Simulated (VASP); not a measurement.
AlN, 8 atoms in the cell. The structure is monoclinic, space group P2_1 (No. 4). Conventional cell: a = 3.107 Å, b = 4.978 Å, c = 3.107 Å, α = 90.00°, β = 120.00°, γ = 90.00°. Al (site symmetry 1) has 4 N at 1.88 to 1.91 Å within 2.5 Å. Within 2.5 Å of N (site symmetry 1) lie 4 Al at 1.88 to 1.91 Å.  This cell differs from its parent crystal: atoms displaced along a vibrational mode.

```yaml
Program: VASP 6.6.1
Task: single point
Functional: r2SCAN
Potentials_or_basis: VASP PAW PBE potentials, release 64 (Al, N)
Cutoff: 520 eV
k_mesh: 8 × 6 × 4
Occupations: gaussian, width 0.05 eV
Spin: no spin polarisation
Dipole_correction: no
Further_INCAR_settings: ALGO = Normal; EDIFF = 1e-06; NBANDS = 26
```

Potentials or basis: VASP PAW PBE potentials, release 64 (Al, N).

Run with:

```bash
$ cat potpaw_PBE.64/Al/POTCAR potpaw_PBE.64/N/POTCAR > POTCAR
$ cp INCAR.step1 INCAR
$ mpirun -np 1 vasp_std > vasp.out
$ cp INCAR.step2 INCAR
$ mpirun -np 1 vasp_std > vasp.out
```

Hardware: 1 thread of Intel Xeon 8259CL, with other jobs on the host.

Q: Estimate the wall time of this run.

A: Run time: 8.3 min on 1 thread of Intel Xeon 8259CL, with other jobs on the host, peak memory 0.27 GiB. Counts: k points 72.
